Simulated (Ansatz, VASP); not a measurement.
**SnO2: VASP beside Ansatz**

```xyz
6
Lattice="4.9331 0.0000 0.0000 0.0000 4.9337 0.0000 0.0000 0.0000 3.3328" Properties=species:S:1:pos:R:3 pbc="T T T"
Sn    2.4665    2.4668    1.6664
Sn    0.0000    0.0000    0.0000
O     1.5094    1.3186    0.0000
O     3.9760    1.1483    1.6664
O     0.9571    3.7854    1.6664
O     3.4236    3.6151    0.0000
```

Alike in both runs: task single point; functional LDA; k mesh 6 × 6 × 8; occupations gaussian, width 0.05 eV; no spin polarisation.

```csv
,VASP,Ansatz
version,VASP 6.6.1,Ansatz 0.2.0
potentials or method,"VASP PAW LDA potentials, release 64 (Sn_d, O), cutoff 520 eV","scalar-relativistic, plane waves, PAW"
valence electrons in the cell,52,52
```

```csv
,VASP,Ansatz,Ansatz less VASP
gap on the k mesh at the Fermi level (eV),0.34,0.34,0.000
least direct gap on the mesh (eV),0.70,0.69,-0.009
pressure (GPa),-19.0,-19.5,-0.56
"traceless stress, the component that is largest in VASP (GPa)",3.49,3.35,-0.140
rms of the force components (eV/Å),0.953,0.932,-0.0200
```

LDA's correlation is that of Perdew and Zunger in VASP and of Perdew and Wang (1992) in Ansatz. Atom by atom the forces differ by 0.020 eV/Å (rms over components).
